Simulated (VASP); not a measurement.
# ZrB2 (P6/mmm) in VASP: single point with PBE

Aim: the single point of ZrB2 with PBE.

All numbers are computed with VASP 6.6.1; they aren't measurements. Logs are shortened: lines on timing, memory, paths and dates and some standing lists are left out, and cuts for length are marked.

## Step 1: The cell of the first run

The structure is hexagonal, space group P6/mmm (No. 191). Conventional cell: a = 3.170 Å, b = 3.170 Å, c = 3.533 Å, α = 90.00°, β = 90.00°, γ = 120.00°. Zr (site symmetry 6/mmm) has 12 B at 2.54 Å and 6 Zr at 3.17 Å within 3.4 Å. Within 2.4 Å of B (site symmetry -6m2) lie 3 B at 1.83 Å.

## Step 2: Single point, PBE

Contents of INCAR:

```
SYSTEM = ZrB2
ALGO = Normal ; EDIFF = 1E-6
ENCUT = 520 ; GGA = PE
ISIF = 2 ; ISMEAR = 0
LASPH = .TRUE. ; LCHARG = .FALSE.
LREAL = .FALSE. ; LWAVE = .FALSE.
NBANDS = 16 ; NELM = 60
PREC = Accurate ; SIGMA = 0.05
```

Contents of KPOINTS:

```
k-points
0
G
  18 18 12
  0 0 0
```

Contents of POSCAR:

```
ZrB2
1.0
    3.1700000000      0.0000000000      0.0000000000
   -1.5850000000      2.7453005300      0.0000000000
    0.0000000000      0.0000000000      3.5330000000
Zr B
1 2
Direct
    0.0000000000      0.0000000000      0.0000000000
    0.3333333300      0.6666666700      0.5000000000
    0.6666666700      0.3333333300      0.5000000000
```

Potentials or basis: VASP PAW PBE potentials, release 64 (Zr_sv, B).

Run with:

```bash
$ cat potpaw_PBE.64/Zr_sv/POTCAR potpaw_PBE.64/B/POTCAR > POTCAR
$ mpirun -np 1 vasp_std > vasp.out
```

OUTCAR:

```text
SYSTEM = ZrB2
   EDIFF = 1E-6
   ENCUT = 520
   GGA = PE
   ISIF = 2
   ISMEAR = 0
   LASPH = .TRUE.
   LREAL = .FALSE.
   NELM = 60
   PREC = Accurate

 ion  position               nearest neighbor table
   1  0.000  0.000  0.000-   2 2.54   3 2.54   2 2.54   3 2.54   3 2.54   3 2.54   2 2.54   2 2.54
                             3 2.54   3 2.54   2 2.54   2 2.54
   2  0.333  0.667  0.500-   3 1.83   3 1.83   3 1.83   1 2.54   1 2.54   1 2.54   1 2.54   1 2.54
                             1 2.54
   3  0.667  0.333  0.500-   2 1.83   2 1.83   2 1.83   1 2.54   1 2.54   1 2.54   1 2.54   1 2.54
                             1 2.54

  LATTYP: Found a hexagonal cell.
 ALAT       =     3.1700000000
 C/A-ratio  =     1.1145110410

  Lattice vectors:

 A1 = (   3.1700000000,   0.0000000000,   0.0000000000)
 A2 = (  -1.5850000000,   2.7453005300,   0.0000000000)
 A3 = (   0.0000000000,   0.0000000000,   3.5330000000)

Analysis of symmetry for initial positions (statically):
=====================================================================
 Subroutine PRICEL returns:
 Original cell was already a primitive cell.

 Routine SETGRP: Setting up the symmetry group for a
 hexagonal supercell.

 Subroutine GETGRP returns: Found 24 space group operations
 (whereof 24 operations were pure point group operations)
 out of a pool of 24 trial point group operations.

The static configuration has the point symmetry D_6h.

Analysis of symmetry for dynamics (positions and initial velocities):
=====================================================================
 Subroutine PRICEL returns:
 Original cell was already a primitive cell.

 Routine SETGRP: Setting up the symmetry group for a
 hexagonal supercell.

 Subroutine GETGRP returns: Found 24 space group operations
 (whereof 24 operations were pure point group operations)
 out of a pool of 24 trial point group operations.

The dynamic configuration has the point symmetry D_6h.

 Subroutine INISYM returns: Found 24 space group operations
 (whereof 24 operations are pure point group operations),
 and found     1 'primitive' translations

----------------------------------------------------------------------------------------

                                     Primitive cell

  volume of cell :      30.7463

  direct lattice vectors                    reciprocal lattice vectors
     3.170000000  0.000000000  0.000000000     0.315457413  0.182129422  0.000000000
    -1.585000000  2.745300530  0.000000000     0.000000000  0.364258845  0.000000000
     0.000000000  0.000000000  3.533000000     0.000000000  0.000000000  0.283045570

  length of vectors
     3.170000000  3.170000000  3.533000000     0.364258845  0.364258845  0.283045570

  position of ions in fractional coordinates (direct lattice)
     0.000000000  0.000000000  0.000000000
     0.333333330  0.666666670  0.500000000
     0.666666670  0.333333330  0.500000000

  ion indices of the primitive-cell ions
   primitive index   ion index
                 1           1
                 2           2
                 3           3

----------------------------------------------------------------------------------------

 KPOINTS: k-points

Automatic generation of k-mesh.
 Grid dimensions read from file:
 generate k-points for:   18   18   12

 Generating k-lattice:

  Cartesian coordinates                     Fractional coordinates (reciprocal lattice)
     0.017525412  0.010118301  0.000000000     0.055555556  0.000000000  0.000000000
     0.000000000  0.020236602  0.000000000     0.000000000  0.055555556  0.000000000
     0.000000000  0.000000000  0.023587131     0.000000000  0.000000000  0.083333333

  Length of vectors
     0.020236602  0.020236602  0.023587131

  Shift w.r.t. Gamma in fractional coordinates (k-lattice)
     0.000000000  0.000000000  0.000000000

 Subroutine IBZKPT returns following result:
 ===========================================

 Found    259 irreducible k-points:

 Following reciprocal coordinates:
            Coordinates               Weight
  0.000000  0.000000  0.000000      1.000000
  0.055556  0.000000  0.000000      6.000000
  0.111111  0.000000  0.000000      6.000000
  0.166667  0.000000  0.000000      6.000000
  0.222222  0.000000  0.000000      6.000000
  0.277778  0.000000  0.000000      6.000000
[... 16 lines left out ...]
  0.333333  0.111111  0.000000     12.000000
  0.388889  0.111111  0.000000     12.000000
 [... further k-points ...]
   k-points           NKPTS =    259   k-points in BZ     NKDIM =    259   number of bands    NBANDS=     16
   number of dos      NEDOS =    301   number of ions     NIONS =      3
   total plane-waves  NPLWV =  16128
   dimension x,y,z NGX =    24 NGY =   24 NGZ =   28
   dimension x,y,z NGXF=    48 NGYF=   48 NGZF=   56
   ions per type =               1   2
   NGX,Y,Z   is equivalent  to a cutoff of  12.59, 12.59, 13.18 a.u.
   NGXF,Y,Z  is equivalent  to a cutoff of  25.17, 25.17, 26.35 a.u.
 SYSTEM =  ZrB2
   PREC   = accura    normal or accurate (medium, high low for compatibility)
   ISTART =      0    job   : 0-new  1-cont  2-samecut
   ICHARG =      2    charge: 1-file 2-atom 10-const
   ISPIN  =      1    spin polarized calculation?
   LNONCOLLINEAR =      F non collinear calculations
   LSORBIT =      F    spin-orbit coupling
   LASPH  =      T    aspherical Exc in radial PAW
   ENCUT  =  520.0 eV  38.22 Ry    6.18 a.u.   5.89  5.89  6.57*2*pi/ulx,y,z
   NELM   =     60;   NELMIN=  2; NELMDL= -5     # of ELM steps
   EDIFF  = 0.1E-05   stopping-criterion for ELM
   LREAL  =      F    real-space projection
   EDIFFG = 0.1E-04   stopping-criterion for IOM
   NSW    =      0    number of steps for IOM
   IBRION =     -1    ionic relax: 0-MD 1-quasi-New 2-CG
   NFREE  =      0    steps in history (QN), initial steepest desc. (CG)
   ISIF   =      2    stress and relaxation
   ISYM   =      2    0-nonsym 1-usesym 2-fastsym
   POTIM  = 0.5000    time-step for ionic-motion
   TEBEG  =    0.0;   TEEND  =   0.0 temperature during run
   PSTRESS=    0.0 pullay stress
   NELECT =      18.0000    total number of electrons
   NUPDOWN=      -1.0000    fix difference up-down
   EMIN   =  10.00;   EMAX   =-10.00  energy-range for DOS
   EFERMI =   0.00;   METHOD = LEGACY
   ISMEAR =     0;   SIGMA  =   0.05  broadening in eV -4-tet -1-fermi 0-gaus
   EFERMI_NEDOS =   21; number of points for ismear=-14 and -15
   IALGO  =     38    algorithm
   IMIX   =      4    mixing-type and parameters
     AMIX     =   0.40;   BMIX     =  1.00
     AMIX_MAG =   1.60;   BMIX_MAG =  1.00
  volume/ion in A,a.u.               =      10.25        69.16
  Fermi-wavevector in a.u.,A,eV,Ry     =   1.369519  2.588016 25.518847  1.875582
  Thomas-Fermi vector in A             =   2.495387
   LORBIT       =      0    0 simple, 1 ext, 2 COOP (PROOUT), +10 PAW based schemes
   GGA     = PE    functional components
   LHFCALC =     F    Hartree Fock is set to
   AEXX    =    0.0000 exact exchange contribution
   IVDW    =     0    specifies the selected vdW correction
   LEPSILON=     F    determine dielectric tensor
   LRPA    =     F    only Hartree local field effects (RPA)
 non-spin polarized calculation
 Gauss-broadening in eV      SIGMA  =   0.05
  energy-cutoff  :      520.00
  volume of cell :       30.75
 maximum number of plane-waves:       844
 NGX is ok and might be reduce to    24
   NGX = 11   NGY = 11   NGZ = 13

 number of electron      18.0000000 magnetization

 Free energy of the ion-electron system (eV)
  ---------------------------------------------------
  ext. energy  EPLUGINS =         0.00000000
  ---------------------------------------------------
  free energy    TOTEN  =       -24.97840752 eV

  energy without entropy =      -24.97815768  energy(sigma->0) =      -24.97828260

 E-fermi :  10.5991     XC(G=0): -12.4434

 val. band max:       10.5873414296   @ k =   0.2222   0.2222   0.0833
 cond. band min:      10.6087112532   @ k =   0.0000   0.0000   0.2500
 fundamental gap:      0.0213698236
 Fermi energy:        10.5991228025

 k-point     1 :       0.0000    0.0000    0.0000
  band No.  band energies     occupation
      1     -38.1035      2.00000
      2     -16.2908      2.00000
      3     -15.7370      2.00000
      4     -15.7370      2.00000
      5      -2.2051      2.00000
      6       7.8948      2.00000
[... 8 lines left out ...]
     15      15.6690      0.00000
     16      15.6690      0.00000

 k-point     2 :       0.0556    0.0000    0.0000
  band No.  band energies     occupation
      1     -38.1000      2.00000
      2     -16.2857      2.00000
      3     -15.7675      2.00000
      4     -15.7436      2.00000
      5      -2.1429      2.00000
      6       7.7059      2.00000
[... 8 lines left out ...]
     15      15.9899      0.00000
     16      16.1496      0.00000

 k-point     3 :       0.1111    0.0000    0.0000
  band No.  band energies     occupation
      1     -38.0900      2.00000
      2     -16.2708      2.00000
      3     -15.8543      2.00000
      4     -15.7625      2.00000
      5      -1.9598      2.00000
      6       7.2055      2.00000
[... 8 lines left out ...]
     15      16.4182      0.00000
     16      17.0535      0.00000

 k-point     4 :       0.1667    0.0000    0.0000
  band No.  band energies     occupation
      1     -38.0747      2.00000
      2     -16.2479      2.00000
      3     -15.9850      2.00000
      4     -15.7913      2.00000
      5      -1.6648      2.00000
      6       6.5207      2.00000
[... 8 lines left out ...]
     15      17.2944      0.00000
     16      17.4227      0.00000
[... 324 lines left out ...]
 k-point    22 :       0.2778    0.1111    0.0000
  band No.  band energies     occupation
      1     -38.0114      2.00000
      2     -16.4472      2.00000
      3     -16.1532      2.00000
      4     -15.9555      2.00000
      5      -0.0776      2.00000
      6       4.1963      2.00000
[... 8 lines left out ...]
     15      18.4210      0.00000
     16      20.1513      0.00000

 k-point    23 :       0.3333    0.1111    0.0000
  band No.  band energies     occupation
      1     -37.9967      2.00000
      2     -16.5495      2.00000
      3     -16.1312      2.00000
      4     -15.9919      2.00000
      5       0.5357      2.00000
      6       3.4397      2.00000
[... 8 lines left out ...]
     15      19.3029      0.00000
     16      19.8800      0.00000

 k-point    24 :       0.3889    0.1111    0.0000
  band No.  band energies     occupation
      1     -37.9871      2.00000
      2     -16.6155      2.00000
      3     -16.1167      2.00000
      4     -16.0155      2.00000
      5       1.1968      2.00000
      6       2.6890      2.00000
[... 8 lines left out ...]
     15      19.2530      0.00000
     16      20.0207      0.00000

 [... further k-points ...]

------------------------ aborting loop because EDIFF is reached ----------------------------------------

  FORCE on cell =-STRESS in cart. coord.  units (eV):
  Direction    XX          YY          ZZ          XY          YZ          ZX
  --------------------------------------------------------------------------------------
  -------------------------------------------------------------------------------------
  Total        0.1271016      0.1271016      0.2640508      0.0000000      0.0000000      0.0000000
  in kB        6.6232146      6.6232146     13.7595837      0.0000000      0.0000000      0.0000000
  external PRESSURE =       9.0020043 kB  Pullay stress =       0.0000000 kB

 VOLUME and BASIS-vectors are now :
 -----------------------------------------------------------------------------
  energy-cutoff  :      520.00
  volume of cell :       30.75
      direct lattice vectors                 reciprocal lattice vectors
     3.170000000  0.000000000  0.000000000     0.315457413  0.182129422  0.000000000
    -1.585000000  2.745300530  0.000000000     0.000000000  0.364258845  0.000000000
     0.000000000  0.000000000  3.533000000     0.000000000  0.000000000  0.283045570

 POSITION                                       TOTAL-FORCE (eV/Angst)
 -----------------------------------------------------------------------------------
      0.00000      0.00000      0.00000         0.000000      0.000000      0.000000
     -0.00000      1.83020      1.76650        -0.000000     -0.000000      0.000000
      1.58500      0.91510      1.76650         0.000000      0.000000     -0.000000
 -----------------------------------------------------------------------------------
    total drift:                                0.000000     -0.000000     -0.000000

  FREE ENERGIE OF THE ION-ELECTRON SYSTEM (eV)
  ---------------------------------------------------
  free  energy   TOTEN  =       -24.9784075193 eV

  energy  without entropy=      -24.9781576782  energy(sigma->0) =      -24.97828260
```

Run time: 62 s. Hardware: 1 thread of AMD EPYC 9R14 (Zen 4), shared host; peak memory 0.21 GiB.

What came out:

| Quantity | Value |
| --- | --- |
| Free energy | -24.9784 eV |
| Pressure | 0.9 GPa |
| Band gap on the k mesh | zero (band 9 reaches 11.29 eV, above the bottom of band 10 at 10.02 eV) |

Levels at points of the mesh, in eV from the Fermi level:
| k point | band 5 | band 6 | band 7 | band 8 | band 9 | band 10 | band 11 | band 12 | band 13 | band 14 |
| --- | --- | --- | --- | --- | --- | --- | --- | --- | --- | --- |
| (0.00, 0.00, 0.00) | -12.80 | -2.70 | -2.70 | -2.66 | -2.42 | 3.33 | 3.33 | 4.10 | 4.10 | 4.79 |
| (0.50, 0.00, 0.00) | -9.04 | -8.59 | -3.97 | -3.13 | -2.75 | 2.16 | 2.23 | 4.85 | 4.92 | 6.45 |
| (0.00, 0.00, 0.50) | -10.78 | -7.03 | -1.04 | -1.04 | 0.26 | 0.26 | 0.71 | 0.71 | 1.76 | 4.97 |
| (0.50, 0.00, 0.50) | -10.00 | -7.07 | -4.69 | -4.20 | -2.08 | 3.67 | 4.00 | 5.23 | 6.16 | 6.40 |
